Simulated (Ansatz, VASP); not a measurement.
# Two plane-wave programs on MgO

File INCAR:

```
  ALGO = Normal
  EDIFF = 1E-6
  ENCUT = 600
  GGA = PE
  GGA_COMPAT = F
  ISIF = 2
  ISMEAR = -1
  LASPH = T
  LCHARG = F
  LREAL = F
  LWAVE = F
  NBANDS = 11
  NELM = 120
  PREC = Accurate
  SIGMA = 0.1
```

KPOINTS

```
k-points
0
Gamma
  7 7 7
```

File POSCAR:

```
MgO
1.0
    0.0000000000      2.1957500000      2.1957500000
    2.1957500000      0.0000000000      2.1957500000
    2.1957500000      2.1957500000      0.0000000000
Mg O
1 1
Direct
    0.0000000000      0.0000000000      0.0000000000
    0.5000000000      0.5000000000      0.5000000000
```

Input for Ansatz:

```yaml
crystal:
  lattice:
    - [0.0, 2.19575, 2.19575]
    - [2.19575, 0.0, 2.19575]
    - [2.19575, 2.19575, 0.0]
  atoms:
    - { symbol: Mg, position: [0.0, 0.0, 0.0] }
    - { symbol: O, position: [0.5, 0.5, 0.5] }
hamiltonian:
  xc: pbe
  pseudopotentials: { kind: paw }
basis:
  ecutwfc: 420
kpoints:
  mp_grid: { grid: [7, 7, 7] }
scf:
  occupations: { method: fermi_dirac, width: 0.1 }
  lower_state_search: "off"
output:
  forces: true
  stress: true
```

Alike in both runs: task single point; functional PBE; k mesh 7 × 7 × 7; occupations fermi-dirac, width 0.1 eV; no spin polarisation.

|  | VASP | Ansatz |
| --- | --- | --- |
| version | VASP 6.6.1 | Ansatz 0.2.0 |
| potentials or method | VASP PAW PBE potentials, release 64 (Mg, O), cutoff 600 eV | PAW, plane waves, scalar-relativistic |
| valence electrons in the cell | 8 | 16 |

Ansatz gave:

```
pressure (GPa) : -11.7
```

Q: Estimate VASP's values.

A: Pressure (GPa): -12.7.

With one functional, cell and mesh, what is left measures potentials, basis and numerics. VASP's potentials hold 8 valence electrons a cell and Ansatz's 16, so a difference there can come from the potentials and not from the codes.
